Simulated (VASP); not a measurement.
# SiSn2 (Pnnm) in VASP: single point with PBE

Aim: the single point of SiSn2 with PBE.

All numbers are computed with VASP 6.6.1; they aren't measurements. Logs are shortened: lines on timing, memory, paths and dates and some standing lists are left out, and cuts for length are marked.

### 1 The cell of the first run

Symmetry: Pnnm, No. 58, orthorhombic system. Conventional cell: a = 6.240 Å, b = 7.127 Å, c = 3.355 Å, α = 90.00°, β = 90.00°, γ = 90.00°. Si (site symmetry 2/m) has 6 Sn at 2.75 to 2.83 Å and 2 Si at 3.35 Å within 3.6 Å. Sn (site symmetry m) has 3 Si at 2.75 to 2.83 Å and 3 Sn at 3.00 to 3.35 Å within 3.6 Å.

### 2 Single point, PBE

Input file INCAR:

```
PREC = Accurate
ENCUT = 520
EDIFF = 1E-7
ISMEAR = 0
SIGMA = 0.2
LREAL = F
LASPH = T
NELM = 80
ALGO = Normal
ISIF = 2
LWAVE = F
LCHARG = F
GGA = PE
NBANDS = 41
```

Input file KPOINTS:

```
Automatic mesh
0
Gamma
  3 3 5
```

Input file POSCAR:

```
SiSn2
1.0
    6.2396142915      0.0000000000      0.0000000000
    0.0000000000      7.1268870512      0.0000000000
    0.0000000000      0.0000000000      3.3549941787
Si Sn
2 4
Direct
    0.0000000000      0.0000000000      0.0000000000
    0.5000000000      0.5000000000      0.5000000000
    0.1739516553      0.3542274828      0.0000000000
    0.8260483447      0.6457725172      0.0000000000
    0.6739516553      0.1457725172      0.5000000000
    0.3260483447      0.8542274828      0.5000000000
```

Potentials or basis: VASP PAW PBE potentials, release 64 (Si, Sn_d).

Started as:

```console
$ cat potpaw_PBE.64/Si/POTCAR potpaw_PBE.64/Sn_d/POTCAR > POTCAR
$ mpirun -np 1 vasp_std > vasp.out
```

OUTCAR:

```text
PREC = Accurate
   ENCUT = 520
   EDIFF = 1E-7
   ISMEAR = 0
   LREAL = F
   LASPH = T
   NELM = 80
   ISIF = 2
   GGA = PE

 ion  position               nearest neighbor table
   1  0.000  0.000  0.000-   3 2.75   4 2.75   5 2.83   6 2.83   5 2.83   6 2.83
   2  0.500  0.500  0.500-   5 2.75   6 2.75   3 2.83   4 2.83   3 2.83   4 2.83
   3  0.174  0.354  0.000-   1 2.75   2 2.83   2 2.83   4 3.00
   4  0.826  0.646  0.000-   1 2.75   2 2.83   2 2.83   3 3.00
   5  0.674  0.146  0.500-   2 2.75   1 2.83   1 2.83   6 3.00
   6  0.326  0.854  0.500-   2 2.75   1 2.83   1 2.83   5 3.00

  LATTYP: Found a simple orthorhombic cell.
 ALAT       =     3.3549941787
 B/A-ratio  =     1.8597988429
 C/A-ratio  =     2.1242621214

  Lattice vectors:

 A1 = (   0.0000000000,   0.0000000000,   3.3549941787)
 A2 = (   6.2396142915,   0.0000000000,   0.0000000000)
 A3 = (   0.0000000000,   7.1268870512,   0.0000000000)

Analysis of symmetry for initial positions (statically):
=====================================================================
 Subroutine PRICEL returns:
 Original cell was already a primitive cell.

 Routine SETGRP: Setting up the symmetry group for a
 simple orthorhombic supercell.

 Subroutine GETGRP returns: Found  8 space group operations
 (whereof  4 operations were pure point group operations)
 out of a pool of  8 trial point group operations.

The static configuration has the point symmetry C_2h.
 The point group associated with its full space group is D_2h.

Analysis of symmetry for dynamics (positions and initial velocities):
=====================================================================
 Subroutine PRICEL returns:
 Original cell was already a primitive cell.

 Routine SETGRP: Setting up the symmetry group for a
 simple orthorhombic supercell.

 Subroutine GETGRP returns: Found  8 space group operations
 (whereof  4 operations were pure point group operations)
 out of a pool of  8 trial point group operations.

The dynamic configuration has the point symmetry C_2h.
 The point group associated with its full space group is D_2h.

 Subroutine INISYM returns: Found  8 space group operations
 (whereof  4 operations are pure point group operations),
 and found     1 'primitive' translations

----------------------------------------------------------------------------------------

                                     Primitive cell

  volume of cell :     149.1933

  direct lattice vectors                    reciprocal lattice vectors
     6.239614291  0.000000000  0.000000000     0.160266317  0.000000000  0.000000000
     0.000000000  7.126887051  0.000000000     0.000000000  0.140313715  0.000000000
     0.000000000  0.000000000  3.354994179     0.000000000  0.000000000  0.298063110

  length of vectors
     6.239614291  7.126887051  3.354994179     0.160266317  0.140313715  0.298063110

  position of ions in fractional coordinates (direct lattice)
     0.000000000  0.000000000  0.000000000
     0.500000000  0.500000000  0.500000000
     0.173951655  0.354227483  0.000000000
     0.826048345  0.645772517  0.000000000
     0.673951655  0.145772517  0.500000000
     0.326048345  0.854227483  0.500000000

  ion indices of the primitive-cell ions
   primitive index   ion index
                 1           1
                 2           2
                 3           3
                 4           4
                 5           5
                 6           6

----------------------------------------------------------------------------------------

 KPOINTS: Automatic mesh

Automatic generation of k-mesh.
 Grid dimensions read from file:
 generate k-points for:    3    3    5

 Generating k-lattice:

  Cartesian coordinates                     Fractional coordinates (reciprocal lattice)
     0.053422106  0.000000000  0.000000000     0.333333333  0.000000000  0.000000000
     0.000000000  0.046771238  0.000000000     0.000000000  0.333333333  0.000000000
     0.000000000  0.000000000  0.059612622     0.000000000  0.000000000  0.200000000

  Length of vectors
     0.053422106  0.046771238  0.059612622

  Shift w.r.t. Gamma in fractional coordinates (k-lattice)
     0.000000000  0.000000000  0.000000000

 Subroutine IBZKPT returns following result:
 ===========================================

 Found     12 irreducible k-points:

 Following reciprocal coordinates:
            Coordinates               Weight
  0.000000  0.000000  0.000000      1.000000
  0.333333  0.000000  0.000000      2.000000
  0.000000  0.333333  0.000000      2.000000
  0.333333  0.333333  0.000000      4.000000
  0.000000  0.000000  0.200000      2.000000
  0.333333  0.000000  0.200000      4.000000
  0.000000  0.333333  0.200000      4.000000
  0.333333  0.333333  0.200000      8.000000
  0.000000  0.000000  0.400000      2.000000
  0.333333  0.000000  0.400000      4.000000
  0.000000  0.333333  0.400000      4.000000
  0.333333  0.333333  0.400000      8.000000
   k-points           NKPTS =     12   k-points in BZ     NKDIM =     12   number of bands    NBANDS=     41
   number of dos      NEDOS =    301   number of ions     NIONS =      6
   total plane-waves  NPLWV =  72576
   dimension x,y,z NGX =    48 NGY =   54 NGZ =   28
   dimension x,y,z NGXF=    96 NGYF=  108 NGZF=   56
   ions per type =               2   4
   NGX,Y,Z   is equivalent  to a cutoff of  12.79, 12.60, 13.87 a.u.
   NGXF,Y,Z  is equivalent  to a cutoff of  25.58, 25.19, 27.75 a.u.
 SYSTEM =  unknown system
   PREC   = accura    normal or accurate (medium, high low for compatibility)
   ISTART =      0    job   : 0-new  1-cont  2-samecut
   ICHARG =      2    charge: 1-file 2-atom 10-const
   ISPIN  =      1    spin polarized calculation?
   LNONCOLLINEAR =      F non collinear calculations
   LSORBIT =      F    spin-orbit coupling
   LASPH  =      T    aspherical Exc in radial PAW
   ENCUT  =  520.0 eV  38.22 Ry    6.18 a.u.  11.60 13.25  6.24*2*pi/ulx,y,z
   NELM   =     80;   NELMIN=  2; NELMDL= -5     # of ELM steps
   EDIFF  = 0.1E-06   stopping-criterion for ELM
   LREAL  =      F    real-space projection
   EDIFFG = 0.1E-05   stopping-criterion for IOM
   NSW    =      0    number of steps for IOM
   IBRION =     -1    ionic relax: 0-MD 1-quasi-New 2-CG
   NFREE  =      0    steps in history (QN), initial steepest desc. (CG)
   ISIF   =      2    stress and relaxation
   ISYM   =      2    0-nonsym 1-usesym 2-fastsym
   POTIM  = 0.5000    time-step for ionic-motion
   TEBEG  =    0.0;   TEEND  =   0.0 temperature during run
   PSTRESS=    0.0 pullay stress
   NELECT =      64.0000    total number of electrons
   NUPDOWN=      -1.0000    fix difference up-down
   EMIN   =  10.00;   EMAX   =-10.00  energy-range for DOS
   EFERMI =   0.00;   METHOD = LEGACY
   ISMEAR =     0;   SIGMA  =   0.20  broadening in eV -4-tet -1-fermi 0-gaus
   EFERMI_NEDOS =   21; number of points for ismear=-14 and -15
   IALGO  =     38    algorithm
   IMIX   =      4    mixing-type and parameters
     AMIX     =   0.40;   BMIX     =  1.00
     AMIX_MAG =   1.60;   BMIX_MAG =  1.00
  volume/ion in A,a.u.               =      24.87       167.80
  Fermi-wavevector in a.u.,A,eV,Ry     =   1.234672  2.333192 20.740933  1.524416
  Thomas-Fermi vector in A             =   2.369353
   LORBIT       =      0    0 simple, 1 ext, 2 COOP (PROOUT), +10 PAW based schemes
   GGA     = PE    functional components
   LHFCALC =     F    Hartree Fock is set to
   AEXX    =    0.0000 exact exchange contribution
   IVDW    =     0    specifies the selected vdW correction
   LEPSILON=     F    determine dielectric tensor
   LRPA    =     F    only Hartree local field effects (RPA)
 non-spin polarized calculation
 Gauss-broadening in eV      SIGMA  =   0.20
  energy-cutoff  :      520.00
  volume of cell :      149.19
 maximum number of plane-waves:      4041
 NGX is ok and might be reduce to    48
   NGX = 23   NGY = 27   NGZ = 13

 number of electron      64.0000019 magnetization

 Free energy of the ion-electron system (eV)
  ---------------------------------------------------
  ext. energy  EPLUGINS =         0.00000000
  ---------------------------------------------------
  free energy    TOTEN  =       -24.96236322 eV

  energy without entropy =      -24.94946464  energy(sigma->0) =      -24.95591393

 E-fermi :   7.7694     XC(G=0): -10.1091

 val. band max:        7.1678728354   @ k =   0.3333   0.0000   0.2000
 cond. band min:       7.9655106662   @ k =   0.3333   0.3333   0.4000
 fundamental gap:      0.7976378308
 Fermi energy:         7.7693853158

 k-point     1 :       0.0000    0.0000    0.0000
  band No.  band energies     occupation
      1     -14.1206      2.00000
      2     -14.1106      2.00000
      3     -14.0434      2.00000
      4     -14.0358      2.00000
      5     -14.0163      2.00000
      6     -14.0126      2.00000
[... 33 lines left out ...]
     40      12.8197      0.00000
     41      12.8849      0.00000

 k-point     2 :       0.3333    0.0000    0.0000
  band No.  band energies     occupation
      1     -14.1183      2.00000
      2     -14.1133      2.00000
      3     -14.0425      2.00000
      4     -14.0388      2.00000
      5     -14.0158      2.00000
      6     -14.0155      2.00000
[... 33 lines left out ...]
     40      12.1660      0.00000
     41      12.5420      0.00000

 k-point     3 :       0.0000    0.3333    0.0000
  band No.  band energies     occupation
      1     -14.1184      2.00000
      2     -14.1134      2.00000
      3     -14.0418      2.00000
      4     -14.0381      2.00000
      5     -14.0150      2.00000
      6     -14.0136      2.00000
[... 33 lines left out ...]
     40      12.9447      0.00000
     41      13.2273      0.00000

 k-point     4 :       0.3333    0.3333    0.0000
  band No.  band energies     occupation
      1     -14.1169      2.00000
      2     -14.1144      2.00000
      3     -14.0424      2.00000
      4     -14.0406      2.00000
      5     -14.0134      2.00000
      6     -14.0116      2.00000
[... 33 lines left out ...]
     40      12.5201      0.00000
     41      13.3473      0.00000

 k-point     5 :       0.0000    0.0000    0.2000
  band No.  band energies     occupation
      1     -14.0882      2.00000
      2     -14.0821      2.00000
      3     -14.0132      2.00000
      4     -14.0027      2.00000
      5     -14.0006      2.00000
      6     -13.9872      2.00000
[... 33 lines left out ...]
     40      12.2975      0.00000
     41      12.3718      0.00000

 k-point     6 :       0.3333    0.0000    0.2000
  band No.  band energies     occupation
      1     -14.0868      2.00000
      2     -14.0837      2.00000
      3     -14.0075      2.00000
      4     -14.0043      2.00000
      5     -13.9976      2.00000
      6     -13.9959      2.00000
[... 33 lines left out ...]
     40      11.5591      0.00000
     41      12.2289      0.00000

 k-point     7 :       0.0000    0.3333    0.2000
  band No.  band energies     occupation
      1     -14.0870      2.00000
      2     -14.0839      2.00000
      3     -14.0089      2.00000
      4     -14.0025      2.00000
      5     -14.0000      2.00000
      6     -13.9947      2.00000
[... 33 lines left out ...]
     40      12.6791      0.00000
     41      12.9664      0.00000

 k-point     8 :       0.3333    0.3333    0.2000
  band No.  band energies     occupation
      1     -14.0857      2.00000
      2     -14.0841      2.00000
      3     -14.0060      2.00000
      4     -14.0054      2.00000
      5     -13.9995      2.00000
      6     -13.9977      2.00000
[... 33 lines left out ...]
     40      11.8639      0.00000
     41      12.5325      0.00000

 k-point     9 :       0.0000    0.0000    0.4000
  band No.  band energies     occupation
      1     -14.0662      2.00000
      2     -14.0642      2.00000
      3     -14.0282      2.00000
      4     -14.0260      2.00000
      5     -14.0063      2.00000
      6     -14.0033      2.00000
[... 33 lines left out ...]
     40      11.9209      0.00000
     41      12.2040      0.00000

 k-point    10 :       0.3333    0.0000    0.4000
  band No.  band energies     occupation
      1     -14.0604      2.00000
      2     -14.0601      2.00000
      3     -14.0336      2.00000
      4     -14.0326      2.00000
      5     -14.0078      2.00000
      6     -14.0044      2.00000
[... 33 lines left out ...]
     40      11.3862      0.00000
     41      12.0510      0.00000

 k-point    11 :       0.0000    0.3333    0.4000
  band No.  band energies     occupation
      1     -14.0629      2.00000
      2     -14.0618      2.00000
      3     -14.0341      2.00000
      4     -14.0336      2.00000
      5     -14.0074      2.00000
      6     -14.0060      2.00000
[... 33 lines left out ...]
     40      11.1049      0.00000
     41      11.3324      0.00000

 k-point    12 :       0.3333    0.3333    0.4000
  band No.  band energies     occupation
      1     -14.0590      2.00000
      2     -14.0587      2.00000
      3     -14.0341      2.00000
      4     -14.0334      2.00000
      5     -14.0074      2.00000
      6     -14.0055      2.00000
[... 33 lines left out ...]
     40      11.1040      0.00000
     41      11.3142      0.00000

------------------------ aborting loop because EDIFF is reached ----------------------------------------

  FORCE on cell =-STRESS in cart. coord.  units (eV):
  Direction    XX          YY          ZZ          XY          YZ          ZX
  --------------------------------------------------------------------------------------
  -------------------------------------------------------------------------------------
  Total       -0.0051096     -0.0596427     -0.0895844      0.0000000      0.0000000      0.0000000
  in kB       -0.0548717     -0.6404992     -0.9620407      0.0000000      0.0000000      0.0000000
  external PRESSURE =      -0.5524706 kB  Pullay stress =       0.0000000 kB

 VOLUME and BASIS-vectors are now :
 -----------------------------------------------------------------------------
  energy-cutoff  :      520.00
  volume of cell :      149.19
      direct lattice vectors                 reciprocal lattice vectors
     6.239614291  0.000000000  0.000000000     0.160266317  0.000000000  0.000000000
     0.000000000  7.126887051  0.000000000     0.000000000  0.140313715  0.000000000
     0.000000000  0.000000000  3.354994179     0.000000000  0.000000000  0.298063110

 POSITION                                       TOTAL-FORCE (eV/Angst)
 -----------------------------------------------------------------------------------
      0.00000      0.00000      0.00000         0.000000      0.000000      0.000000
      3.11981      3.56344      1.67750         0.000000      0.000000      0.000000
      1.08539      2.52454      0.00000        -0.000499      0.003068      0.000000
      5.15422      4.60235      0.00000         0.000499     -0.003068     -0.000000
      4.20520      1.03890      1.67750        -0.000499     -0.003068      0.000000
      2.03442      6.08798      1.67750         0.000499      0.003068     -0.000000
 -----------------------------------------------------------------------------------
    total drift:                                0.000000     -0.000000     -0.000000

  FREE ENERGIE OF THE ION-ELECTRON SYSTEM (eV)
  ---------------------------------------------------
  free  energy   TOTEN  =       -24.9623632196 eV

  energy  without entropy=      -24.9494646426  energy(sigma->0) =      -24.95591393
```

Run time: 41 s. Hardware: 1 thread of Intel Xeon 6975P-C (Granite Rapids), shared host; peak memory 0.27 GiB.

What came out:

* Free energy: -24.9624 eV
* Pressure: -0.1 GPa
* Largest force: 0.003 eV/Å
* Band gap on the k mesh: zero (band 32 reaches 9.43 eV, above the bottom of band 33 at 6.41 eV)

Forces in eV/Å, atoms in the order of the input:
```
Si   0.000  0.000  0.000
Si   0.000  0.000  0.000
Sn   0.000  0.003  0.000
Sn   0.000 -0.003  0.000
Sn   0.000 -0.003  0.000
Sn   0.000  0.003  0.000
```

Levels at points of the mesh, in eV from the Fermi level:
```
           k point  band 28  band 29  band 30  band 31  band 32  band 33  band 34  band 35
(0.00, 0.00, 0.00)    -4.04    -3.32     0.44     0.80     1.66     2.36     2.62     2.81
```

Caveat: the k points lie up to 0.37 Å⁻¹ apart; spin-orbit coupling is left out, which moves the levels of the heavy elements.
